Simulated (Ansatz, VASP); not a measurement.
## Two plane-wave programs on BaHfO3

The input INCAR:

```
PREC = Accurate
ENCUT = 520
EDIFF = 1E-6
ISMEAR = 0
SIGMA = 0.05
LREAL = False
LASPH = True
NELM = 80
ALGO = Normal
ISIF = 2
LWAVE = False
LCHARG = True
GGA = PS
LELF = True
LVHAR = True
NBANDS = 27
```

Contents of KPOINTS:

```
regular mesh
0
Gamma
  6 6 6
```

Contents of POSCAR:

```
BaHfO3
1.0
    4.2266912518      0.0000000000      0.0000000000
    0.0000000000      4.2266912518      0.0000000000
    0.0000000000      0.0000000000      4.0584116940
Ba Hf O
1 1 3
Direct
    0.5000000000      0.5000000000      0.9964249600
    0.0000000000      0.0000000000      0.4978753300
    0.0000000000      0.5000000000      0.4988901400
    0.5000000000      0.0000000000      0.4988901400
    0.0000000000      0.0000000000      0.9979412200
```

Input for Ansatz:

```yaml
crystal:
  lattice:
    - [4.2266912518, 0.0, 0.0]
    - [0.0, 4.2266912518, 0.0]
    - [0.0, 0.0, 4.058411694]
  atoms:
    - { symbol: Ba, position: [0.5, 0.5, 0.99642496] }
    - { symbol: Hf, position: [0.0, 0.0, 0.49787533] }
    - { symbol: O, position: [0.0, 0.5, 0.49889014] }
    - { symbol: O, position: [0.5, 0.0, 0.49889014] }
    - { symbol: O, position: [0.0, 0.0, 0.99794122] }
basis:
  ecutwfc: 420
kpoints:
  mp_grid: { grid: [6, 6, 6] }
hamiltonian:
  xc: pbesol
scf:
  occupations: { method: gaussian, width: 0.05 }
output:
  forces: true
  stress: true
  eigenvalues: true
```

Alike in both runs: task single point; functional PBEsol; k mesh 6 × 6 × 6; occupations gaussian, width 0.05 eV; no spin polarisation.

```csv
,VASP,Ansatz
version,VASP 6.6.1,Ansatz 0.2.0
potentials or method,"VASP PAW PBE potentials, release 64 (Ba_sv, Hf_pv, O), cutoff 520 eV","scalar-relativistic, plane waves, PAW"
valence electrons in the cell,38,54
```

```tsv
	VASP	Ansatz	Ansatz less VASP
gap on the k mesh at the Fermi level (eV)	3.31	3.39	+0.084
least direct gap on the mesh (eV)	3.48	3.44	-0.036
pressure (GPa)	-1.4	-1.0	+0.37
traceless stress, the component that is largest in VASP (GPa)	7.26	7.24	-0.013
rms of the force components (eV/Å)	0.009	0.008	-0.0013
```

VASP's potentials were made for PBE, not for PBEsol. Atom by atom the forces differ by 0.002 eV/Å (rms over components). VASP's potentials hold 38 valence electrons a cell and Ansatz's 54, so a difference there can come from the potentials and not from the codes.

Neither program's run includes spin-orbit coupling.
